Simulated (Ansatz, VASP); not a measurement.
**Ir: VASP beside Ansatz**

```
Ir
1.0
     0.00000    1.92012    1.92012
     1.92012    0.00000    1.92012
     1.92012    1.92012    0.00000
Ir
1
Direct
  0.00000 0.00000 0.00000
```

Alike in both runs: functional PBE; dispersion D3(BJ); k mesh 18 × 18 × 18; occupations gaussian, width 0.1 eV; no spin polarisation.

Ansatz relaxed the structure, and its values are those at the end. VASP's run is a single point on that final structure, the one shown.

```csv
,VASP,Ansatz
version,VASP 6.6.1,Ansatz 0.2.0
potentials or method,"VASP PAW PBE potentials, release 64 (Ir), cutoff 500 eV","scalar-relativistic, plane waves, PAW"
valence electrons in the cell,9,17
```

|  | VASP | Ansatz | Ansatz less VASP |
| --- | --- | --- | --- |
| gap on the k mesh at the Fermi level (eV) | none | none | - |
| pressure (GPa) | 0.7 | 0.0 | -0.67 |

A gap of «none» marks a metal or a gap that the smearing closes. VASP's potentials hold 9 valence electrons a cell and Ansatz's 17, so a difference there can come from the potentials and not from the codes.

Spin-orbit coupling is off throughout.
